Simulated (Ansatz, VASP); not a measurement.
## Two plane-wave programs on Sr3Zn2H

```
CELL_PARAMETERS angstrom
5.07280 0.00000 0.00000
0.00000 5.07280 0.00000
0.00000 0.00000 8.77815
ATOMIC_POSITIONS crystal
Sr 0.50000 0.00000 0.02836
Sr 0.00000 0.50000 0.02836
Sr 0.50000 0.50000 0.42070
Zn 0.50000 0.50000 0.79398
Zn 0.00000 0.00000 0.27009
H 0.00000 0.00000 0.45851
```

Change from the starting cell: species swapped into the Zr2As3Se type (P4mm, No. 99).

Alike in both runs: functional PBE; k mesh 4 × 4 × 2; occupations gaussian, width 0.1 eV; no spin polarisation.

Ansatz relaxed the structure, and its values are those at the end. VASP's run is a single point on that final structure, the one shown.

```csv
,VASP,Ansatz
version,VASP 6.6.1,Ansatz 0.2.0
potentials or method,"VASP PAW PBE potentials, release 64 (Sr_sv, Zn, H), cutoff 520 eV","scalar-relativistic, plane waves, PAW"
valence electrons in the cell,55,55
```

|  | VASP | Ansatz | Ansatz less VASP |
| --- | --- | --- | --- |
| gap on the k mesh at the Fermi level (eV) | none | none | - |
| pressure (GPa) | 0.0 | 0.0 | -0.04 |
| rms of the force components (eV/Å) | 0.018 | 0.014 | -0.0039 |

A gap of «none» marks a metal or a gap that the smearing closes.
